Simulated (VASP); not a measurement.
# SmF (P-6m2) in VASP: a series of runs

Runs on SmF. Level: PBE. Tasks: single point, relaxation of cell and atoms.

All numbers are computed with VASP 6.6.1; they aren't measurements. Logs are shortened: lines on timing, memory, paths and dates and some standing lists are left out, and cuts for length are marked.

## 1. The cell of the first run

The structure is hexagonal, space group P-6m2 (No. 187). The conventional cell has a = 3.373 Å, b = 3.373 Å, c = 3.854 Å, α = 90.00°, β = 90.00°, γ = 120.00°. Within 3.6 Å of Sm (site symmetry -6m2) lie 6 F at 2.74 Å and 6 Sm at 3.37 Å. F (site symmetry -6m2) has 6 Sm at 2.74 Å and 6 F at 3.37 Å within 3.6 Å.

The cell was built from a structure type or drawn by symmetry, and may not be a known phase.

## 2. Single point, PBE

INCAR reads:

```
  ALGO = Normal
  EDIFF = 1E-6
  ENCUT = 600
  GGA = PE
  GGA_COMPAT = False
  ISIF = 2
  ISMEAR = 0
  LASPH = True
  LCHARG = False
  LMAXMIX = 6
  LREAL = False
  LWAVE = False
  NBANDS = 16
  NELM = 200
  PREC = Accurate
  SIGMA = 0.1
```

KPOINTS reads:

```
k-points
0
Gamma
  18 18 14
```

POSCAR reads:

```
SmF
1.0
    3.3727514133      0.0000000000      0.0000000000
   -1.6863757066      2.9208884046      0.0000000000
    0.0000000000      0.0000000000      3.8535794799
Sm F
1 1
Direct
    0.6666666667      0.3333333333      0.5000000000
    0.0000000000      0.0000000000      0.0000000000
```

Potentials or basis: VASP PAW PBE potentials, release 64 (Sm_3, F), 4f in core.

On the command line:

```bash
> cat potpaw_PBE.64/Sm_3/POTCAR potpaw_PBE.64/F/POTCAR > POTCAR
> mpirun -np 1 vasp_std > vasp.out
```

OUTCAR:

```text
EDIFF = 1E-6
   ENCUT = 600
   GGA = PE
   ISIF = 2
   ISMEAR = 0
   LASPH = True
   LREAL = False
   NELM = 200
   PREC = Accurate

 ion  position               nearest neighbor table
   1  0.667  0.333  0.500-   2 2.74   2 2.74   2 2.74   2 2.74   2 2.74   2 2.74
   2  0.000  0.000  0.000-   1 2.74   1 2.74   1 2.74   1 2.74   1 2.74   1 2.74

  LATTYP: Found a hexagonal cell.
 ALAT       =     3.3727514133
 C/A-ratio  =     1.1425625573

  Lattice vectors:

 A1 = (   3.3727514133,   0.0000000000,   0.0000000000)
 A2 = (  -1.6863757066,   2.9208884046,   0.0000000000)
 A3 = (   0.0000000000,   0.0000000000,   3.8535794799)

Analysis of symmetry for initial positions (statically):
=====================================================================
 Subroutine PRICEL returns:
 Original cell was already a primitive cell.

 Routine SETGRP: Setting up the symmetry group for a
 hexagonal supercell.

 Subroutine GETGRP returns: Found 12 space group operations
 (whereof 12 operations were pure point group operations)
 out of a pool of 24 trial point group operations.

The static configuration has the point symmetry D_3h.

Analysis of symmetry for dynamics (positions and initial velocities):
=====================================================================
 Subroutine PRICEL returns:
 Original cell was already a primitive cell.

 Routine SETGRP: Setting up the symmetry group for a
 hexagonal supercell.

 Subroutine GETGRP returns: Found 12 space group operations
 (whereof 12 operations were pure point group operations)
 out of a pool of 24 trial point group operations.

The dynamic configuration has the point symmetry D_3h.

 Subroutine INISYM returns: Found 12 space group operations
 (whereof 12 operations are pure point group operations),
 and found     1 'primitive' translations

----------------------------------------------------------------------------------------

                                     Primitive cell

  volume of cell :      37.9633

  direct lattice vectors                    reciprocal lattice vectors
     3.372751413  0.000000000  0.000000000     0.296493835  0.171180795  0.000000000
    -1.686375707  2.920888405  0.000000000     0.000000000  0.342361591  0.000000000
     0.000000000  0.000000000  3.853579480     0.000000000  0.000000000  0.259498994

  length of vectors
     3.372751413  3.372751413  3.853579480     0.342361591  0.342361591  0.259498994

[... 80 lines left out ...]
   EDIFF  = 0.1E-05   stopping-criterion for ELM
   LREAL  =      F    real-space projection
   EDIFFG = 0.1E-04   stopping-criterion for IOM
   NSW    =      0    number of steps for IOM
   IBRION =     -1    ionic relax: 0-MD 1-quasi-New 2-CG
   NFREE  =      0    steps in history (QN), initial steepest desc. (CG)
   ISIF   =      2    stress and relaxation
   ISYM   =      2    0-nonsym 1-usesym 2-fastsym
   POTIM  = 0.5000    time-step for ionic-motion
   TEBEG  =    0.0;   TEEND  =   0.0 temperature during run
   PSTRESS=    0.0 pullay stress
   NELECT =      18.0000    total number of electrons
   NUPDOWN=      -1.0000    fix difference up-down
   EMIN   =  10.00;   EMAX   =-10.00  energy-range for DOS
   EFERMI =   0.00;   METHOD = LEGACY
   ISMEAR =     0;   SIGMA  =   0.10  broadening in eV -4-tet -1-fermi 0-gaus
   EFERMI_NEDOS =   21; number of points for ismear=-14 and -15
   IALGO  =     38    algorithm
   IMIX   =      4    mixing-type and parameters
     AMIX     =   0.40;   BMIX     =  1.00
     AMIX_MAG =   1.60;   BMIX_MAG =  1.00
  volume/ion in A,a.u.               =      18.98       128.09
  Fermi-wavevector in a.u.,A,eV,Ry     =   1.276569  2.412367 22.172458  1.629630
  Thomas-Fermi vector in A             =   2.409218
   LORBIT       =      0    0 simple, 1 ext, 2 COOP (PROOUT), +10 PAW based schemes
   GGA     = PE    functional components
   LHFCALC =     F    Hartree Fock is set to
   AEXX    =    0.0000 exact exchange contribution
   IVDW    =     0    specifies the selected vdW correction
   LEPSILON=     F    determine dielectric tensor
   LRPA    =     F    only Hartree local field effects (RPA)
 non-spin polarized calculation
 Gauss-broadening in eV      SIGMA  =   0.10
  energy-cutoff  :      600.00
  volume of cell :       37.96
 maximum number of plane-waves:      1296
 NGX is ok and might be reduce to    28
   NGX = 13   NGY = 13   NGZ = 15

 number of electron      17.9999994 magnetization

 Free energy of the ion-electron system (eV)
  ---------------------------------------------------
  ext. energy  EPLUGINS =         0.00000000
  ---------------------------------------------------
  free energy    TOTEN  =       -10.55381683 eV

  energy without entropy =      -10.54904389  energy(sigma->0) =      -10.55143036

 E-fermi :   4.9342     XC(G=0): -10.2413

 val. band max:        4.9326540206   @ k =   0.1111   0.1111   0.1429
 cond. band min:       4.9388916107   @ k =   0.4444   0.0000   0.5000
 fundamental gap:      0.0062375901
 Fermi energy:         4.9342429659

 k-point     1 :       0.0000    0.0000    0.0000
  band No.  band energies     occupation
      1     -37.2026      2.00000
      2     -21.1300      2.00000
      3     -16.8024      2.00000
      4     -15.8748      2.00000
      5     -15.8748      2.00000
      6      -2.5387      2.00000
[... 433 lines left out ...]
      3     -16.8772      2.00000
      4     -16.5800      2.00000
      5     -16.2448      2.00000
      6      -3.3664      2.00000
[... 8 lines left out ...]
     15      13.9104      0.00000
     16      15.5048      0.00000

 [... further k-points ...]

------------------------ aborting loop because EDIFF is reached ----------------------------------------

  FORCE on cell =-STRESS in cart. coord.  units (eV):
  Direction    XX          YY          ZZ          XY          YZ          ZX
  --------------------------------------------------------------------------------------
  -------------------------------------------------------------------------------------
  Total        0.0053399      0.0053399     -0.1058076      0.0000000      0.0000000     -0.0000000
  in kB        0.2253624      0.2253624     -4.4654374      0.0000000      0.0000000     -0.0000000
  external PRESSURE =      -1.3382375 kB  Pullay stress =       0.0000000 kB

 VOLUME and BASIS-vectors are now :
 -----------------------------------------------------------------------------
  energy-cutoff  :      600.00
  volume of cell :       37.96
      direct lattice vectors                 reciprocal lattice vectors
     3.372751413  0.000000000  0.000000000     0.296493835  0.171180795  0.000000000
    -1.686375707  2.920888405  0.000000000     0.000000000  0.342361591  0.000000000
     0.000000000  0.000000000  3.853579480     0.000000000  0.000000000  0.259498994

 POSITION                                       TOTAL-FORCE (eV/Angst)
 -----------------------------------------------------------------------------------
      1.68638      0.97363      1.92679        -0.000000      0.000000      0.000000
      0.00000      0.00000      0.00000         0.000000     -0.000000      0.000000
 -----------------------------------------------------------------------------------
    total drift:                               -0.000000      0.000000      0.000000

  FREE ENERGIE OF THE ION-ELECTRON SYSTEM (eV)
  ---------------------------------------------------
  free  energy   TOTEN  =       -10.5538168271 eV

  energy  without entropy=      -10.5490438895  energy(sigma->0) =      -10.55143036
```

stdout:

```text
POSCAR found type information on POSCAR SmF
 POSCAR found :  2 types and       2 ions
 scaLAPACK will be used
 LDA part: xc-table for (Slater+PW92), standard interpolation
 POSCAR, INCAR and KPOINTS ok, starting setup
 FFT: planning ... GRIDC
 FFT: planning ... GRID_SOFT
 FFT: planning ... GRID
 WAVECAR not read
 entering main loop
```

It took 3.3 min on 1 thread of AMD EPYC 7R43 (Zen 3), shared host; peak memory 0.31 GiB.

What came out:

| Property | Result |
| --- | --- |
| Free energy | -10.5538 eV |
| Pressure | -0.1 GPa |
| Band gap on the k mesh | zero (bands 9 and 10 overlap by 1.84 eV) |

Caveat: spin-orbit coupling is left out, which moves the levels of the heavy elements; the 4f electrons are frozen in the core, so they carry no moment and show no levels; the run has no spin polarisation, though such a crystal can be magnetic. Spin polarisation is off, so any magnetic state and its effect on volume and gap are missing.

## 3. Relaxation of cell and atoms, PBE

This run uses another cell than the first one, of 19.11 Å³/atom.

INCAR reads:

```
  PREC = Accurate
  ENCUT = 600
  EDIFF = 1E-7
  ISMEAR = 0
  SIGMA = 0.1
  LREAL = False
  LASPH = True
  NELM = 200
  ALGO = Normal
  ISIF = 3
  LWAVE = False
  LCHARG = False
  GGA = PE
  IBRION = 2
  NSW = 100
  EDIFFG = -0.01
  GGA_COMPAT = False
  NELMIN = 4
  LMAXMIX = 6
```

KPOINTS reads:

```
Automatic mesh
0
Gamma
  18 18 14
```

POSCAR reads:

```
SmF
1.0
    3.3717909272      0.0000000000      0.0000000000
   -1.6858954636      2.9200565992      0.0000000000
    0.0000000000      0.0000000000      3.8818693063
Sm F
1 1
Direct
    0.6666666667      0.3333333333      0.5000000000
    0.0000000000      0.0000000000      0.0000000000
```

Potentials or basis: VASP PAW PBE potentials, release 64 (Sm_3, F), 4f in core.

On the command line:

```bash
> cat potpaw_PBE.64/Sm_3/POTCAR potpaw_PBE.64/F/POTCAR > POTCAR
> mpirun -np 1 vasp_std > vasp.out
```

Wall time 8.3 min (1 thread of AMD EPYC 7R43 (Zen 3), shared host); peak memory 0.3 GiB.

The run converged. Its results:

```
Free energy                           : -10.5545 eV
Relaxed volume                        : 18.93 Å³/atom
Relaxed cell                          : a = 3.377 Å, b = 3.377 Å, c = 3.833 Å, α = 90.00°, β = 90.00°, γ = 120.00°
Space group after relaxing (to 0.1 Å) : P-6m2 (No. 187)
Energy gained by relaxing             : 0.8 meV/atom
Ionic steps                           : 5
Pressure after relaxing               : 0.0 GPa
Band gap on the k mesh                : zero (bands 9 and 10 overlap by 1.87 eV)
```

Step by step:
| step | energy change (eV) | largest force (eV/Å) | pressure (GPa) | volume (Å³) |
| --- | --- | --- | --- | --- |
| 1 | 0.0000 | 0.0000 | -0.47 | 38.22 |
| 2 | -0.0012 | 0.0000 | -0.06 | 37.91 |
| 3 | -0.0014 | 0.0000 | 0.18 | 37.74 |
| 4 | -0.0017 | 0.0000 | 0.05 | 37.82 |
| 5 | -0.0017 | 0.0000 | -0.02 | 37.86 |

Final structure:
```cif
data_structure
_symmetry_space_group_name_H-M 'P 1'
_symmetry_Int_Tables_number 1
_cell_length_a 3.3771
_cell_length_b 3.3771
_cell_length_c 3.8331
_cell_angle_alpha 90.000
_cell_angle_beta 90.000
_cell_angle_gamma 120.000
_cell_volume 37.86
loop_
_atom_site_label
_atom_site_type_symbol
_atom_site_fract_x
_atom_site_fract_y
_atom_site_fract_z
_atom_site_occupancy
Sm1 Sm 0.66667 0.33333 0.50000 1
F1 F 0.00000 0.00000 0.00000 1
```

Levels at points of the mesh, in eV from the Fermi level:
| k point | band 5 | band 6 | band 7 | band 8 | band 9 | band 10 | band 11 | band 12 | band 13 |
| --- | --- | --- | --- | --- | --- | --- | --- | --- | --- |
| (0.00, 0.00, 0.00) | -20.81 | -7.49 | -7.28 | -7.28 | -3.00 | -1.10 | 1.56 | 1.56 | 4.30 |
| (0.50, 0.00, 0.00) | -21.11 | -8.40 | -7.98 | -7.31 | -1.95 | 1.25 | 1.74 | 3.30 | 3.83 |
| (0.00, 0.00, 0.50) | -20.79 | -8.44 | -7.29 | -7.29 | -1.55 | 1.23 | 1.23 | 2.41 | 3.51 |
| (0.50, 0.00, 0.50) | -21.07 | -8.01 | -7.89 | -7.62 | -1.24 | -0.02 | 3.54 | 4.56 | 5.95 |

Caveat: spin-orbit coupling is left out, which moves the levels of the heavy elements; the 4f electrons are frozen in the core, so they carry no moment and show no levels; the run has no spin polarisation, though such a crystal can be magnetic.
